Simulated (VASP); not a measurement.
# H2CO2 in VASP: a series of runs

Runs on H2CO2. Level: PBE. Tasks: single point.

All numbers are computed with VASP 6.6.1; they aren't measurements. Logs are shortened: lines on timing, memory, paths and dates and some standing lists are left out, and cuts for length are marked.

## 1. The cell of the first run

The cell holds an amorphous packing of atoms, 30 atoms: a = 7.142 Å, b = 7.342 Å, c = 6.949 Å, α = 90.00°, β = 90.00°, γ = 90.00°.

## 2. Single point, PBE

INCAR reads:

```
PREC = Accurate ; ENCUT = 520
EDIFF = 1E-6 ; ISMEAR = -1
SIGMA = 0.05 ; LREAL = Auto
LASPH = T ; NELM = 80
ALGO = Normal ; ISIF = 2
LWAVE = F ; LCHARG = F
GGA = PE ; NBANDS = 75
```

KPOINTS reads:

```
regular mesh
0
Gamma
  1 1 1
```

POSCAR reads:

```
H2CO2
1.0
    7.1418200000      0.0000000000      0.0000000000
    0.0000000000      7.3418270000      0.0000000000
    0.0000000000      0.0000000000      6.9492590000
O C H
12 6 12
Direct
    0.3007636709      0.4163541309      1.0151585946
    0.0405638899      0.4237092484      0.8381900862
    0.3574298988      0.0894464007      0.1048025408
    0.2469538577     -0.2111191124      0.1112204913
    0.8373355811      0.9098280305      0.3432308394
    0.5407165120      0.8169764828      0.3285674055
    0.7788070828      0.5132237521      0.4840659990
    0.7893366117      0.3058775425      0.2424287251
    1.0410791647      0.8946274544      0.6660566256
    0.7867882417      1.0414029097      0.7337760760
    0.2331478531      0.2226421298      0.6137920604
    0.3824235279      0.4308736776      0.4093961673
    0.1299388671      0.4391005127      0.9934872193
    0.2133209742     -0.0492929076      0.1250349138
    0.6474820144      0.9459906914      0.3326397822
    0.8777174446      0.3740077231      0.3781554264
    0.8726347066      0.8970382985      0.7475473284
    0.3406694652      0.2779689579      0.4642797167
    0.3069525695      0.4514816271      1.1631024257
    0.0493991728      0.5204699048      1.1111976111
    0.4250317146      0.0043858293      0.0169082776
    0.0987423374      0.0102699233      0.1979347726
    0.8634353708      0.7847910336      0.3720540564
    0.5941902764      1.0745281794      0.4069210832
    0.6523267178      0.4986361024      0.4011938539
    1.0293454610      0.3644188293      0.4034962577
    1.0677810418      1.0165180956      0.6254191994
    0.8439865468      0.7535317844      0.7969914490
    0.1284546516      0.3307351154      0.7365965206
    0.4190248424      0.1674787488      0.3789324876
```

Potentials or basis: VASP PAW PBE potentials, release 64 (O, C, H).

Run with:

```bash
cat potpaw_PBE.64/O/POTCAR potpaw_PBE.64/C/POTCAR potpaw_PBE.64/H/POTCAR > POTCAR
mpirun -np 1 vasp_gam > vasp.out
```

OUTCAR:

```text
PREC = Accurate
   ENCUT = 520
   EDIFF = 1E-6
   ISMEAR = -1
   LREAL = Auto
   LASPH = T
   NELM = 80
   ISIF = 2
   GGA = PE

 ion  position               nearest neighbor table
   1  0.301  0.416  0.015-  19 1.06  13 1.24
   2  0.041  0.424  0.838-  29 1.17  13 1.26
   3  0.357  0.089  0.105-  21 1.00  14 1.45
   4  0.247  0.789  0.111-  14 1.22
   5  0.837  0.910  0.343-  23 0.96  15 1.38
   6  0.541  0.817  0.329-  15 1.22
   7  0.779  0.513  0.484-  25 1.08  16 1.44
   8  0.789  0.306  0.242-  16 1.24
   9  0.041  0.895  0.666-  27 0.96  17 1.33
  10  0.787  0.041  0.734-  17 1.23
  11  0.233  0.223  0.614-  18 1.35  29 1.38
  12  0.382  0.431  0.409-  18 1.22
  13  0.130  0.439  0.993-  20 1.16   1 1.24   2 1.26
  14  0.213  0.951  0.125-  22 1.06   4 1.22   3 1.45
  15  0.647  0.946  0.333-  24 1.14   6 1.22   5 1.38
  16  0.878  0.374  0.378-  26 1.10   8 1.24   7 1.44
  17  0.873  0.897  0.748-  28 1.13  10 1.23   9 1.33
  18  0.341  0.278  0.464-  30 1.15  12 1.22  11 1.35
  19  0.307  0.451  0.163-   1 1.06
  20  0.049  0.520  0.111-  13 1.16
  21  0.425  0.004  0.017-   3 1.00
  22  0.099  0.010  0.198-  14 1.06
  23  0.863  0.785  0.372-   5 0.96
  24  0.594  0.075  0.407-  15 1.14
  25  0.652  0.499  0.401-   7 1.08
  26  0.029  0.364  0.403-  16 1.10
  27  0.068  0.017  0.625-   9 0.96
  28  0.844  0.754  0.797-  17 1.13
  29  0.128  0.331  0.737-   2 1.17  11 1.38
  30  0.419  0.167  0.379-  18 1.15

  LATTYP: Found a simple orthorhombic cell.
 ALAT       =     6.9492590000
 B/A-ratio  =     1.0277095731
 C/A-ratio  =     1.0564906273

  Lattice vectors:

 A1 = (   0.0000000000,   0.0000000000,   6.9492590000)
 A2 = (   7.1418200000,   0.0000000000,   0.0000000000)
 A3 = (   0.0000000000,   7.3418270000,   0.0000000000)

Analysis of symmetry for initial positions (statically):
=====================================================================
 Subroutine PRICEL returns:
 Original cell was already a primitive cell.

 Routine SETGRP: Setting up the symmetry group for a
 simple orthorhombic supercell.

 Subroutine GETGRP returns: Found  1 space group operations
 (whereof  1 operations were pure point group operations)
 out of a pool of  8 trial point group operations.

The static configuration has the point symmetry C_1 .

Analysis of symmetry for dynamics (positions and initial velocities):
=====================================================================
 Subroutine PRICEL returns:
 Original cell was already a primitive cell.

 Routine SETGRP: Setting up the symmetry group for a
 simple orthorhombic supercell.

 Subroutine GETGRP returns: Found  1 space group operations
 (whereof  1 operations were pure point group operations)
 out of a pool of  8 trial point group operations.

The dynamic configuration has the point symmetry C_1 .

 Subroutine INISYM returns: Found  1 space group operations
 (whereof  1 operations are pure point group operations),
 and found     1 'primitive' translations

----------------------------------------------------------------------------------------

                                     Primitive cell

  volume of cell :     364.3775

  direct lattice vectors                    reciprocal lattice vectors
     7.141820000  0.000000000  0.000000000     0.140020331  0.000000000  0.000000000
     0.000000000  7.341827000  0.000000000     0.000000000  0.136205879  0.000000000
     0.000000000  0.000000000  6.949259000     0.000000000  0.000000000  0.143900235

  length of vectors
     7.141820000  7.341827000  6.949259000     0.140020331  0.136205879  0.143900235

  position of ions in fractional coordinates (direct lattice)
     0.300763671  0.416354131  0.015158595
     0.040563890  0.423709248  0.838190086
     0.357429899  0.089446401  0.104802541
     0.246953858  0.788880888  0.111220491
     0.837335581  0.909828031  0.343230839
     0.540716512  0.816976483  0.328567406
[... 22 lines left out ...]
     0.128454652  0.330735115  0.736596521
     0.419024842  0.167478749  0.378932488

  ion indices of the primitive-cell ions
   primitive index   ion index
                 1           1
                 2           2
                 3           3
                 4           4
                 5           5
                 6           6
[... 22 lines left out ...]
                29          29
                30          30

----------------------------------------------------------------------------------------

 KPOINTS: regular mesh

Automatic generation of k-mesh.
 Grid dimensions read from file:
 generate k-points for:    1    1    1

 Generating k-lattice:

  Cartesian coordinates                     Fractional coordinates (reciprocal lattice)
     0.140020331  0.000000000  0.000000000     1.000000000  0.000000000  0.000000000
     0.000000000  0.136205879  0.000000000     0.000000000  1.000000000  0.000000000
     0.000000000  0.000000000  0.143900235     0.000000000  0.000000000  1.000000000

  Length of vectors
     0.140020331  0.136205879  0.143900235

  Shift w.r.t. Gamma in fractional coordinates (k-lattice)
     0.000000000  0.000000000  0.000000000

 Subroutine IBZKPT returns following result:
 ===========================================

 Found      1 irreducible k-points:

 Following reciprocal coordinates:
            Coordinates               Weight
  0.000000  0.000000  0.000000      1.000000
   k-points           NKPTS =      1   k-points in BZ     NKDIM =      1   number of bands    NBANDS=     75
   number of dos      NEDOS =    301   number of ions     NIONS =     30
   total plane-waves  NPLWV = 163296
   dimension x,y,z NGX =    54 NGY =   56 NGZ =   54
   dimension x,y,z NGXF=   108 NGYF=  112 NGZF=  108
   ions per type =              12   6  12
   NGX,Y,Z   is equivalent  to a cutoff of  12.57, 12.68, 12.92 a.u.
   NGXF,Y,Z  is equivalent  to a cutoff of  25.14, 25.36, 25.84 a.u.
 SYSTEM =  unknown system
   PREC   = accura    normal or accurate (medium, high low for compatibility)
   ISTART =      0    job   : 0-new  1-cont  2-samecut
   ICHARG =      2    charge: 1-file 2-atom 10-const
   ISPIN  =      1    spin polarized calculation?
   LNONCOLLINEAR =      F non collinear calculations
   LSORBIT =      F    spin-orbit coupling
   LASPH  =      T    aspherical Exc in radial PAW
   ENCUT  =  520.0 eV  38.22 Ry    6.18 a.u.  13.28 13.65 12.92*2*pi/ulx,y,z
   NELM   =     80;   NELMIN=  2; NELMDL= -5     # of ELM steps
   EDIFF  = 0.1E-05   stopping-criterion for ELM
   LREAL  =      T    real-space projection
   EDIFFG = 0.1E-04   stopping-criterion for IOM
   NSW    =      0    number of steps for IOM
   IBRION =     -1    ionic relax: 0-MD 1-quasi-New 2-CG
   NFREE  =      0    steps in history (QN), initial steepest desc. (CG)
   ISIF   =      2    stress and relaxation
   ISYM   =      2    0-nonsym 1-usesym 2-fastsym
   POTIM  = 0.5000    time-step for ionic-motion
   TEBEG  =    0.0;   TEEND  =   0.0 temperature during run
   PSTRESS=    0.0 pullay stress
   NELECT =     108.0000    total number of electrons
   NUPDOWN=      -1.0000    fix difference up-down
   EMIN   =  10.00;   EMAX   =-10.00  energy-range for DOS
   EFERMI =   0.00;   METHOD = LEGACY
   ISMEAR =    -1;   SIGMA  =   0.05  broadening in eV -4-tet -1-fermi 0-gaus
   EFERMI_NEDOS =   21; number of points for ismear=-14 and -15
   IALGO  =     38    algorithm
   IMIX   =      4    mixing-type and parameters
     AMIX     =   0.40;   BMIX     =  1.00
     AMIX_MAG =   1.60;   BMIX_MAG =  1.00
  volume/ion in A,a.u.               =      12.15        81.96
  Fermi-wavevector in a.u.,A,eV,Ry     =   1.091521  2.062676 16.210238  1.191419
  Thomas-Fermi vector in A             =   2.227768
   LORBIT       =      0    0 simple, 1 ext, 2 COOP (PROOUT), +10 PAW based schemes
   GGA     = PE    functional components
[... 5 lines left out ...]
 non-spin polarized calculation
  energy-cutoff  :      520.00
  volume of cell :      364.38
 maximum number of plane-waves:      4877
 NGX is ok and might be reduce to    54
   NGX = 27   NGY = 27   NGZ = 25

 number of electron     108.0000003 magnetization

 Free energy of the ion-electron system (eV)
  ---------------------------------------------------
  ext. energy  EPLUGINS =         0.00000000
  ---------------------------------------------------
  free energy    TOTEN  =      -176.30789188 eV

  energy without entropy =     -176.30789188  energy(sigma->0) =     -176.30789188

 E-fermi :  -1.0967     XC(G=0):  -7.1188

 val. band max:       -2.3281452477   @ k =   0.0000   0.0000   0.0000
 cond. band min:       1.3365858923   @ k =   0.0000   0.0000   0.0000
 fundamental gap:      3.6647311400
 Fermi energy:        -1.0966963013

 k-point     1 :       0.0000    0.0000    0.0000
  band No.  band energies     occupation
      1     -25.8382      2.00000
      2     -24.0124      2.00000
      3     -23.7939      2.00000
      4     -23.5715      2.00000
      5     -23.4678      2.00000
      6     -23.4235      2.00000
[... 58 lines left out ...]
     65       5.5310      0.00000
     66       5.6651      0.00000
 [bands above 66 left out]

------------------------ aborting loop because EDIFF is reached ----------------------------------------

  FORCE on cell =-STRESS in cart. coord.  units (eV):
  Direction    XX          YY          ZZ          XY          YZ          ZX
  --------------------------------------------------------------------------------------
  -------------------------------------------------------------------------------------
  Total        4.4863865      0.9306301     -3.1845194      0.0879003     -2.9025325      3.2353593
  in kB       19.7267581      4.0920047    -14.0024148      0.3864998    -12.7625111     14.2259593
  external PRESSURE =       3.2721160 kB  Pullay stress =       0.0000000 kB

 VOLUME and BASIS-vectors are now :
 -----------------------------------------------------------------------------
  energy-cutoff  :      520.00
  volume of cell :      364.38
      direct lattice vectors                 reciprocal lattice vectors
     7.141820000  0.000000000  0.000000000     0.140020331  0.000000000  0.000000000
     0.000000000  7.341827000  0.000000000     0.000000000  0.136205879  0.000000000
     0.000000000  0.000000000  6.949259000     0.000000000  0.000000000  0.143900235

 POSITION                                       TOTAL-FORCE (eV/Angst)
 -----------------------------------------------------------------------------------
      2.14800      3.05680      0.10534         2.006139      0.068132      2.558473
      0.28970      3.11080      5.82480         0.545350     -1.654619     -0.686556
      2.55270      0.65670      0.72830        -1.744294     -3.572138     -1.867345
      1.76370      5.79183      0.77290        -0.677066      0.794896     -1.039540
      5.98010      6.67980      2.38520        -0.269837      2.815763     -0.980473
      3.86170      5.99810      2.28330        -0.478724     -0.052747     -0.789567
[... 22 lines left out ...]
      0.91740      2.42820      5.11880         0.243413      0.517935     -0.706723
      2.99260      1.22960      2.63330        -1.493500      0.446213      1.138459
 -----------------------------------------------------------------------------------
    total drift:                                0.006206      0.007974      0.000532

  FREE ENERGIE OF THE ION-ELECTRON SYSTEM (eV)
  ---------------------------------------------------
  free  energy   TOTEN  =      -176.3078918821 eV

  energy  without entropy=     -176.3078918820  energy(sigma->0) =     -176.30789188
```

Run time: 28 s. Hardware: 1 thread of Intel Xeon 6975P-C (Granite Rapids), shared host; peak memory 0.36 GiB.

Results:

```yaml
Free_energy: -176.3079 eV
Pressure: 0.3 GPa
Largest_force: 5.405 eV/Å
Band_gap_on_the_k_mesh: 3.66 eV
```

Forces in eV/Å, atoms in the order of the input:
```
O    2.006  0.068  2.558
O    0.545 -1.655 -0.687
O   -1.744 -3.572 -1.867
O   -0.677  0.795 -1.040
O   -0.270  2.816 -0.980
O   -0.479 -0.053 -0.790
O   -0.177 -2.283 -2.401
O    1.554 -0.164  1.124
O    0.925 -2.406  0.765
O   -1.397 -0.790  1.360
O    0.773  1.083 -1.543
O   -0.795  2.329 -0.398
C   -4.184  3.417  0.178
C    2.495  0.555  1.604
C    0.593 -1.895  3.166
C   -2.912  2.176 -1.035
C    0.618  0.793 -1.215
C    0.020 -3.113  1.757
H    1.763 -0.586 -1.097
H    0.773 -1.245 -1.052
H    1.187  1.162  0.167
H   -1.716  0.465  0.299
H   -0.384 -1.316  0.012
H    1.420 -0.407 -1.338
H    1.483  0.680  1.806
H   -0.216 -0.101  0.561
H    0.696  1.422 -0.581
H   -0.649  0.862  0.235
H    0.243  0.518 -0.707
H   -1.494  0.446  1.138
```

Caveat: the k points lie up to 0.90 Å⁻¹ apart.

## 3. Single point, PBE

This run uses another cell than the first one, of 14.40 Å³/atom, 1.186 times its volume.

INCAR reads:

```
PREC = Accurate
ENCUT = 520
EDIFF = 1E-6
ISMEAR = -1
SIGMA = 0.05
LREAL = Auto
LASPH = True
NELM = 60
ALGO = Normal
ISIF = 2
LWAVE = False
LCHARG = True
GGA = PE
LELF = True
LVHAR = True
NBANDS = 75
```

KPOINTS is that of step 2.

POSCAR reads:

```
H2CO2
1.0
    7.3045870000      0.0000000000      0.0000000000
    0.0000000000      8.3425740000      0.0000000000
    0.0000000000      0.0000000000      7.0895180000
O C H
12 6 12
Direct
    0.2744850599      0.4602176738      1.0157531161
    0.0595926916      0.4433403887      0.7826907274
    0.3054929731      0.0507277490      0.0413286206
    0.2450788799     -0.2051165504      0.1465261813
    0.8741356630      0.9451759133      0.3457216697
    0.5898759232      0.8737830794      0.3042519957
    0.7223269433      0.5166151358      0.4733043911
    0.6997657773      0.3706529903      0.2055005714
    1.0777063782      0.9324340425      0.6845599376
    0.8119281761      1.0558971368      0.7592194561
    0.2517733035      0.2062792611      0.6457984873
    0.3126254777      0.4251325790      0.4463632083
    0.1189526526      0.4997498374      0.9259021558
    0.2233254255     -0.0588427505      0.1508142020
    0.6933999143      0.9852115187      0.3468783068
    0.7545258890      0.3945784598      0.3650459735
    0.8980521418      0.9375883271      0.7077208916
    0.3367609969      0.2890954279      0.4957459731
    0.2802211816      0.5443883387      1.1219521553
    0.0137310980      0.5847355984      0.9932410074
    0.3964905887      0.0206051514     -0.0553634253
    0.0999782739      0.0014743651      0.1851324730
    0.9401900477      0.8472684809      0.3119676119
    0.6707839882      1.0992770337      0.2862535930
    0.6245390739      0.5834410339      0.4050345877
    0.8168428961      0.3022328600      0.4507217557
    1.1311659372      1.0382287289      0.6900751222
    0.8709458865      0.8021145512      0.6789460158
    0.1546425554      0.2992721431      0.7196822125
    0.4576302534      0.2340165038      0.4133708385
```

Potentials or basis: VASP PAW PBE potentials, release 64 (O, C, H).

Run with:

```bash
cat potpaw_PBE.64/O/POTCAR potpaw_PBE.64/C/POTCAR potpaw_PBE.64/H/POTCAR > POTCAR
mpirun -np 1 vasp_gam > vasp.out
```

OUTCAR:

```text
PREC = Accurate
   ENCUT = 520
   EDIFF = 1E-6
   ISMEAR = -1
   LREAL = Auto
   LASPH = True
   NELM = 60
   ISIF = 2
   GGA = PE

 ion  position               nearest neighbor table
   1  0.274  0.460  0.016-  19 1.03  13 1.34
   2  0.060  0.443  0.783-  13 1.20
   3  0.305  0.051  0.041-  21 0.99  14 1.34
   4  0.245  0.795  0.147-  14 1.23
   5  0.874  0.945  0.346-  23 0.98  15 1.36
[... 325 lines left out ...]
  -------------------------------------------------------------------------------------
  Total        2.4397298      1.7680442     -0.0122991      4.3202538      1.5714563      3.5547570
  in kB        9.0477350      6.5567898     -0.0456112     16.0216558      5.8277438     13.1828119
  external PRESSURE =       5.1863045 kB  Pullay stress =       0.0000000 kB

 VOLUME and BASIS-vectors are now :
 -----------------------------------------------------------------------------
  energy-cutoff  :      520.00
  volume of cell :      432.03
      direct lattice vectors                 reciprocal lattice vectors
     7.304587000  0.000000000  0.000000000     0.136900279  0.000000000  0.000000000
     0.000000000  8.342574000  0.000000000     0.000000000  0.119867082  0.000000000
     0.000000000  0.000000000  7.089518000     0.000000000  0.000000000  0.141053313

 POSITION                                       TOTAL-FORCE (eV/Angst)
 -----------------------------------------------------------------------------------
      2.00500      3.83940      0.11168        -1.057486      1.826417      0.582386
      0.43530      3.69860      5.54890         0.051788     -2.287421     -2.387495
      2.23150      0.42320      0.29300         0.742143      0.738009     -0.146947
      1.79020      6.63137      1.03880        -0.046391      0.644129      0.670475
      6.38520      7.88520      2.45100         1.534481      2.856625      0.996845
      4.30880      7.28960      2.15700        -1.196587      0.827230      1.531298
[... 22 lines left out ...]
      1.12960      2.49670      5.10220         1.373900     -0.612446     -1.235865
      3.34280      1.95230      2.93060        -1.327272     -0.892008      1.259847
 -----------------------------------------------------------------------------------
    total drift:                                0.011345      0.000491     -0.003177

  FREE ENERGIE OF THE ION-ELECTRON SYSTEM (eV)
  ---------------------------------------------------
  free  energy   TOTEN  =      -177.0136645001 eV

  energy  without entropy=     -177.0136645001  energy(sigma->0) =     -177.01366450
```

Run time: 35 s. Hardware: 1 thread of Intel Xeon 6975P-C (Granite Rapids), shared host; peak memory 0.4 GiB.

Results:

```
Free energy            : -177.0137 eV
Pressure               : 0.5 GPa
Largest force          : 6.858 eV/Å
Band gap on the k mesh : 3.54 eV
```

Forces on the atoms (eV/Å):
```
O   -1.057  1.826  0.582
O    0.052 -2.287 -2.387
O    0.742  0.738 -0.147
O   -0.046  0.644  0.670
O    1.534  2.857  0.997
O   -1.197  0.827  1.531
O   -1.750  2.733 -0.117
O   -0.113  0.196 -0.767
O    0.490 -0.864 -0.055
O   -0.383 -0.855 -0.434
O   -0.128  2.499 -0.938
O   -1.262  1.602  0.146
C   -0.943  1.619  2.838
C    0.480 -1.474 -3.104
C    0.973 -5.623 -3.804
C   -0.115 -1.738 -0.017
C    0.525 -1.465  0.493
C    1.239 -1.734  0.614
H    0.361 -1.260 -0.965
H    1.531 -0.238  0.164
H    0.005 -0.518  0.608
H   -1.045  0.607  1.727
H   -1.318 -0.595  0.242
H   -0.151  2.217  0.715
H    1.158 -0.362  0.757
H    0.988 -0.548  0.265
H    0.789  1.257 -0.111
H   -1.405  1.443  0.471
H    1.374 -0.612 -1.236
H   -1.327 -0.892  1.260
```

Caveat: the k points lie up to 0.89 Å⁻¹ apart.

(Part 1 of 2 ends here.)
